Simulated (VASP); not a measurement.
# Nb (P1) in VASP: single point with PBE+D3(BJ)

Aim: the single point of Nb with PBE+D3(BJ).

All numbers are computed with VASP 6.6.1; they aren't measurements. Logs are shortened: lines on timing, memory, paths and dates and some standing lists are left out, and cuts for length are marked.

## 1. The cell of the first run

The typed cell holds 16 atoms: a = 6.708 Å, b = 6.708 Å, c = 6.708 Å, α = 90.00°, β = 90.00°, γ = 90.00°.

## 2. Single point, PBE+D3(BJ)

Input file INCAR:

```
SYSTEM = Nb
  PREC = Accurate
  ENCUT = 520
  EDIFF = 1E-6
  ISMEAR = -1
  SIGMA = 0.36
  LREAL = Auto
  LASPH = .True.
  NELM = 80
  ALGO = Normal
  ISIF = 2
  LWAVE = .False.
  LCHARG = .True.
  GGA = PE
  IVDW = 12
  LELF = .True.
  LVHAR = .True.
  NBANDS = 118
```

Input file KPOINTS:

```
regular mesh
0
Gamma
  2 2 2
  0 0 0
```

Input file POSCAR:

```
Nb
1.0
    6.7082160000      0.0000000000      0.0000000000
    0.0000000000      6.7082160000      0.0000000000
    0.0000000000      0.0000000000      6.7082160000
Nb
16
Direct
   -0.1082105883      0.0494766418     -0.0547090314
    0.5172314070      0.0801256251     -0.0549475449
   -0.0186338663      0.5995036534      0.0408901562
   -0.0403982221      0.0001192567      0.4603757541
    0.1605046707      0.2979778826      0.2183292846
    0.4700951788      0.5228662881     -0.0379981801
    0.4396548948      0.0405025718      0.4703784136
    0.7049415225      0.2724122181      0.2877665239
   -0.0045019421      0.5506829237      0.4714219101
    0.2106819458      0.8187422707      0.1846243472
    0.1807783172      0.3124824842      0.7545672352
    0.4420549368      0.4920086056      0.4926347035
    0.6894232386      0.7273319762      0.2094595642
    0.7426266536      0.2533013248      0.7107403816
    0.1948506130      0.8065631757      0.7212200680
    0.6858604434      0.7364402100      0.6711322355
```

Potentials or basis: VASP PAW PBE potentials, release 64 (Nb_sv).

On the command line:

```sh
$ cat potpaw_PBE.64/Nb_sv/POTCAR > POTCAR
$ mpirun -np 1 vasp_std > vasp.out
```

OUTCAR:

```text
SYSTEM = Nb
   PREC = Accurate
   ENCUT = 520
   EDIFF = 1E-6
   ISMEAR = -1
   LREAL = Auto
   LASPH = .True.
   NELM = 80
   ISIF = 2
   GGA = PE
   IVDW = 12
 IVDW          = 12

 ion  position               nearest neighbor table
   1  0.892  0.049  0.945-  14 2.31   2 2.52  11 2.92  15 3.01   8 3.01
   2  0.517  0.080  0.945-  14 2.47   1 2.52   8 2.92   6 2.99  11 3.03
   3  0.981  0.600  0.041-  10 2.34  13 2.42   5 2.64   9 2.91  15 2.93  11 3.03
   4  0.960  0.000  0.460-  15 2.69   8 2.76  10 2.78  14 2.80   5 2.91  16 2.92   9 3.03
   5  0.161  0.298  0.218-   3 2.64   9 2.64   4 2.91  12 2.94
   6  0.470  0.523  0.962-  13 2.61  11 2.77  16 2.82   2 2.99  10 3.03
   7  0.440  0.041  0.470-   8 2.66  15 2.83  10 2.87  16 2.95  14 2.96  12 3.03
   8  0.705  0.272  0.288-   7 2.66  12 2.68   4 2.76  14 2.85   2 2.92   9 2.97   1 3.01
   9  0.995  0.551  0.471-   5 2.64  15 2.75  16 2.77  11 2.78   3 2.91  13 2.95   8 2.97  10 3.00
                            12 3.02   4 3.03
  10  0.211  0.819  0.185-   3 2.34   4 2.78   7 2.87   9 3.00   6 3.03
  11  0.181  0.312  0.755-  12 2.76   6 2.77   9 2.78   1 2.92  14 2.98   2 3.03   3 3.03
  12  0.442  0.492  0.493-  16 2.61   8 2.68  11 2.76   5 2.94  14 2.96  13 2.98   9 3.02   7 3.03

  13  0.689  0.727  0.209-   3 2.42   6 2.61   9 2.95  12 2.98
  14  0.743  0.253  0.711-   1 2.31   2 2.47   4 2.80   8 2.85   7 2.96  12 2.96  11 2.98
  15  0.195  0.807  0.721-   4 2.69   9 2.75   7 2.83   3 2.93   1 3.01
  16  0.686  0.736  0.671-  12 2.61   9 2.77   6 2.82   4 2.92   7 2.95

  LATTYP: Found a simple cubic cell.
 ALAT       =     6.7082160000

  Lattice vectors:

 A1 = (   6.7082160000,   0.0000000000,   0.0000000000)
 A2 = (   0.0000000000,   6.7082160000,   0.0000000000)
 A3 = (   0.0000000000,   0.0000000000,   6.7082160000)

Analysis of symmetry for initial positions (statically):
=====================================================================
 Subroutine PRICEL returns:
 Original cell was already a primitive cell.

 Routine SETGRP: Setting up the symmetry group for a
 simple cubic supercell.

 Subroutine GETGRP returns: Found  1 space group operations
 (whereof  1 operations were pure point group operations)
 out of a pool of 48 trial point group operations.

The static configuration has the point symmetry C_1 .

Analysis of symmetry for dynamics (positions and initial velocities):
=====================================================================
 Subroutine PRICEL returns:
 Original cell was already a primitive cell.

 Routine SETGRP: Setting up the symmetry group for a
 simple cubic supercell.

 Subroutine GETGRP returns: Found  1 space group operations
 (whereof  1 operations were pure point group operations)
 out of a pool of 48 trial point group operations.

The dynamic configuration has the point symmetry C_1 .

 Subroutine INISYM returns: Found  1 space group operations
 (whereof  1 operations are pure point group operations),
 and found     1 'primitive' translations

----------------------------------------------------------------------------------------

                                     Primitive cell

  volume of cell :     301.8708

  direct lattice vectors                    reciprocal lattice vectors
     6.708216000  0.000000000  0.000000000     0.149070930  0.000000000  0.000000000
     0.000000000  6.708216000  0.000000000     0.000000000  0.149070930  0.000000000
     0.000000000  0.000000000  6.708216000     0.000000000  0.000000000  0.149070930

  length of vectors
     6.708216000  6.708216000  6.708216000     0.149070930  0.149070930  0.149070930

  position of ions in fractional coordinates (direct lattice)
     0.891789412  0.049476642  0.945290969
     0.517231407  0.080125625  0.945052455
     0.981366134  0.599503653  0.040890156
     0.959601778  0.000119257  0.460375754
     0.160504671  0.297977883  0.218329285
     0.470095179  0.522866288  0.962001820
[... 8 lines left out ...]
     0.194850613  0.806563176  0.721220068
     0.685860443  0.736440210  0.671132235

  ion indices of the primitive-cell ions
   primitive index   ion index
                 1           1
                 2           2
                 3           3
                 4           4
                 5           5
                 6           6
[... 8 lines left out ...]
                15          15
                16          16

----------------------------------------------------------------------------------------

 KPOINTS: regular mesh

Automatic generation of k-mesh.
 Grid dimensions read from file:
 generate k-points for:    2    2    2

 Generating k-lattice:

  Cartesian coordinates                     Fractional coordinates (reciprocal lattice)
     0.074535465  0.000000000  0.000000000     0.500000000  0.000000000  0.000000000
     0.000000000  0.074535465  0.000000000     0.000000000  0.500000000  0.000000000
     0.000000000  0.000000000  0.074535465     0.000000000  0.000000000  0.500000000

  Length of vectors
     0.074535465  0.074535465  0.074535465

  Shift w.r.t. Gamma in fractional coordinates (k-lattice)
     0.000000000  0.000000000  0.000000000

 Subroutine IBZKPT returns following result:
 ===========================================

 Found      8 irreducible k-points:

 Following reciprocal coordinates:
            Coordinates               Weight
  0.000000  0.000000  0.000000      1.000000
  0.500000  0.000000  0.000000      1.000000
  0.000000  0.500000  0.000000      1.000000
  0.000000  0.000000  0.500000      1.000000
  0.500000  0.500000  0.000000      1.000000
  0.000000  0.500000  0.500000      1.000000
  0.500000  0.000000  0.500000      1.000000
  0.500000  0.500000  0.500000      1.000000
   k-points           NKPTS =      8   k-points in BZ     NKDIM =      8   number of bands    NBANDS=    118
   number of dos      NEDOS =    301   number of ions     NIONS =     16
   total plane-waves  NPLWV = 125000
   dimension x,y,z NGX =    50 NGY =   50 NGZ =   50
   dimension x,y,z NGXF=   100 NGYF=  100 NGZF=  100
   ions per type =              16
   NGX,Y,Z   is equivalent  to a cutoff of  12.39, 12.39, 12.39 a.u.
   NGXF,Y,Z  is equivalent  to a cutoff of  24.78, 24.78, 24.78 a.u.
 SYSTEM =  Nb
   PREC   = accura    normal or accurate (medium, high low for compatibility)
   ISTART =      0    job   : 0-new  1-cont  2-samecut
   ICHARG =      2    charge: 1-file 2-atom 10-const
   ISPIN  =      1    spin polarized calculation?
   LNONCOLLINEAR =      F non collinear calculations
   LSORBIT =      F    spin-orbit coupling
   LASPH  =      T    aspherical Exc in radial PAW
   ENCUT  =  520.0 eV  38.22 Ry    6.18 a.u.  12.47 12.47 12.47*2*pi/ulx,y,z
   NELM   =     80;   NELMIN=  2; NELMDL= -5     # of ELM steps
   EDIFF  = 0.1E-05   stopping-criterion for ELM
   LREAL  =      T    real-space projection
   EDIFFG = 0.1E-04   stopping-criterion for IOM
   NSW    =      0    number of steps for IOM
   IBRION =     -1    ionic relax: 0-MD 1-quasi-New 2-CG
   NFREE  =      0    steps in history (QN), initial steepest desc. (CG)
   ISIF   =      2    stress and relaxation
   ISYM   =      2    0-nonsym 1-usesym 2-fastsym
   POTIM  = 0.5000    time-step for ionic-motion
   TEBEG  =    0.0;   TEEND  =   0.0 temperature during run
   PSTRESS=    0.0 pullay stress
   NELECT =     208.0000    total number of electrons
   NUPDOWN=      -1.0000    fix difference up-down
   EMIN   =  10.00;   EMAX   =-10.00  energy-range for DOS
   EFERMI =   0.00;   METHOD = LEGACY
   ISMEAR =    -1;   SIGMA  =   0.36  broadening in eV -4-tet -1-fermi 0-gaus
   EFERMI_NEDOS =   21; number of points for ismear=-14 and -15
   IALGO  =     38    algorithm
   IMIX   =      4    mixing-type and parameters
     AMIX     =   0.40;   BMIX     =  1.00
     AMIX_MAG =   1.60;   BMIX_MAG =  1.00
  volume/ion in A,a.u.               =      18.87       127.32
  Fermi-wavevector in a.u.,A,eV,Ry     =   1.445958  2.732464 28.446973  2.090794
  Thomas-Fermi vector in A             =   2.564081
   LORBIT       =      0    0 simple, 1 ext, 2 COOP (PROOUT), +10 PAW based schemes
   GGA     = PE    functional components
   LHFCALC =     F    Hartree Fock is set to
   AEXX    =    0.0000 exact exchange contribution
   IVDW    =    12    specifies the selected vdW correction
   LEPSILON=     F    determine dielectric tensor
   LRPA    =     F    only Hartree local field effects (RPA)
 non-spin polarized calculation
  energy-cutoff  :      520.00
  volume of cell :      301.87
 maximum number of plane-waves:      8217
 NGX is ok and might be reduce to    50
   NGX = 25   NGY = 25   NGZ = 25

 number of electron     207.9999997 magnetization

 Free energy of the ion-electron system (eV)
  ---------------------------------------------------
  ext. energy  EPLUGINS =         0.00000000
  ---------------------------------------------------
  free energy    TOTEN  =      -160.63159010 eV

  energy without entropy =     -153.10984269  energy(sigma->0) =     -156.87071639

 E-fermi :  10.7985     XC(G=0): -12.1921

 val. band max:       10.7827704358   @ k =   0.0000   0.5000   0.5000
 cond. band min:      10.8037011444   @ k =   0.5000   0.0000   0.0000
 fundamental gap:      0.0209307086
 Fermi energy:        10.7985436035

 k-point     1 :       0.0000    0.0000    0.0000
  band No.  band energies     occupation
      1     -43.9603      2.00000
      2     -43.8669      2.00000
      3     -43.8041      2.00000
      4     -43.7782      2.00000
      5     -43.7584      2.00000
      6     -43.7497      2.00000
[... 108 lines left out ...]
    115      12.4513      0.02008
    116      12.5224      0.01651

 k-point     2 :       0.5000    0.0000    0.0000
  band No.  band energies     occupation
      1     -43.9202      2.00000
      2     -43.8871      2.00000
      3     -43.8325      2.00000
      4     -43.7748      2.00000
      5     -43.7693      2.00000
      6     -43.7409      2.00000
[... 706 lines left out ...]
 k-point     8 :       0.5000    0.5000    0.5000
  band No.  band energies     occupation
      1     -43.8874      2.00000
      2     -43.8765      2.00000
      3     -43.8094      2.00000
      4     -43.8034      2.00000
      5     -43.7765      2.00000
      6     -43.7729      2.00000
[... 108 lines left out ...]
    115      12.2322      0.03660
    116      12.3360      0.02756
 [bands above 116 left out]

------------------------ aborting loop because EDIFF is reached ----------------------------------------

 Edisp (eV)  -11.23779

 E8    (eV) :    -5.4595

  FORCE on cell =-STRESS in cart. coord.  units (eV):
  Direction    XX          YY          ZZ          XY          YZ          ZX
  --------------------------------------------------------------------------------------
  -------------------------------------------------------------------------------------
  Total       1.89168    -6.58716    -3.84907    -1.40052    -0.78751     0.89136
  in kB      10.04010   -34.96132   -20.42893    -7.43327    -4.17969     4.73089
  external pressure =      -15.12 kB  Pullay stress =        0.00 kB

 VOLUME and BASIS-vectors are now :
 -----------------------------------------------------------------------------
  energy-cutoff  :      520.00
  volume of cell :      301.87
      direct lattice vectors                 reciprocal lattice vectors
     6.708216000  0.000000000  0.000000000     0.149070930  0.000000000  0.000000000
     0.000000000  6.708216000  0.000000000     0.000000000  0.149070930  0.000000000
     0.000000000  0.000000000  6.708216000     0.000000000  0.000000000  0.149070930

 POSITION                                       TOTAL-FORCE (eV/Angst)
 -----------------------------------------------------------------------------------
      5.98232      0.33190      6.34122         3.608043     -2.182318      2.306719
      3.46970      0.53750      6.33962        -3.907455     -1.577614      1.133556
      6.58322      4.02160      0.27430        -1.541442     -2.728206     -4.417088
      6.43722      0.00080      3.08830        -0.456097      0.901877      0.052611
      1.07670      1.99890      1.46460         2.393197     -1.083441      0.478533
      3.15350      3.50750      6.45332        -0.855622      0.200970      0.412267
[... 8 lines left out ...]
      1.30710      5.41060      4.83810         1.165212     -0.086369      0.050910
      4.60090      4.94020      4.50210         0.715147      1.457151      1.561534
 -----------------------------------------------------------------------------------
    total drift:                               -0.001295     -0.001521      0.001231

  FREE ENERGIE OF THE ION-ELECTRON SYSTEM (eV)
  ---------------------------------------------------
  free  energy   TOTEN  =      -171.8693830449 eV

  energy  without entropy=     -164.3476356419  energy(sigma->0) =     -168.10850934
```

Wall time 42 min (1 thread of Oxide Virtual Turin-like, shared host); peak memory 0.44 GiB.

What came out:

* Free energy: -171.8694 eV
* Pressure: -1.5 GPa
* Largest force: 5.416 eV/Å
* Band gap on the k mesh: zero (band 104 reaches 11.11 eV, above the bottom of band 105 at 10.40 eV)
* Dispersion energy per atom: -0.702 eV

Forces on the atoms (eV/Å):
```
Nb   3.608 -2.182  2.307
Nb  -3.907 -1.578  1.134
Nb  -1.541 -2.728 -4.417
Nb  -0.456  0.902  0.053
Nb   2.393 -1.083  0.479
Nb  -0.856  0.201  0.412
Nb  -0.360 -0.983 -0.184
Nb   0.224  0.319 -2.168
Nb  -1.081 -0.784  0.627
Nb   2.323  1.069  1.621
Nb   0.820 -1.039 -0.312
Nb  -0.732  1.123 -0.779
Nb  -1.411  2.456  1.453
Nb  -0.904  2.936 -1.835
Nb   1.165 -0.086  0.051
Nb   0.715  1.457  1.562
```

Stress tensor (GPa, compression positive):
```
 1.00 -0.74  0.47
-0.74 -3.50 -0.42
 0.47 -0.42 -2.04
```

Levels at points of the mesh, in eV from the Fermi level:
| k point | band 101 | band 102 | band 103 | band 104 | band 105 | band 106 | band 107 | band 108 |
| --- | --- | --- | --- | --- | --- | --- | --- | --- |
| (0.00, 0.00, 0.00) | -0.06 | 0.04 | 0.21 | 0.31 | 0.36 | 0.43 | 0.48 | 0.62 |
| (0.50, 0.00, 0.00) | -0.36 | -0.25 | -0.11 | 0.01 | 0.22 | 0.43 | 0.44 | 0.53 |
| (0.00, 0.50, 0.00) | -0.37 | -0.30 | -0.14 | -0.11 | 0.13 | 0.24 | 0.40 | 0.48 |
| (0.00, 0.00, 0.50) | -0.40 | -0.33 | -0.02 | 0.02 | 0.16 | 0.24 | 0.37 | 0.50 |
| (0.50, 0.50, 0.00) | -0.60 | -0.43 | -0.27 | -0.17 | -0.13 | 0.06 | 0.16 | 0.25 |
| (0.00, 0.50, 0.50) | -0.47 | -0.43 | -0.38 | -0.28 | -0.14 | -0.02 | 0.02 | 0.35 |
| (0.50, 0.00, 0.50) | -0.40 | -0.31 | -0.26 | -0.19 | -0.13 | 0.02 | 0.09 | 0.29 |
| (0.50, 0.50, 0.50) | -0.77 | -0.69 | -0.60 | -0.57 | -0.40 | -0.36 | -0.28 | -0.15 |

Caveat: the k points lie up to 0.47 Å⁻¹ apart; pairwise dispersion overbinds metals, which lowers pressure and volume; forces of over 1 eV/Å act on the atoms, so gaps and moduli don't describe the material at rest.
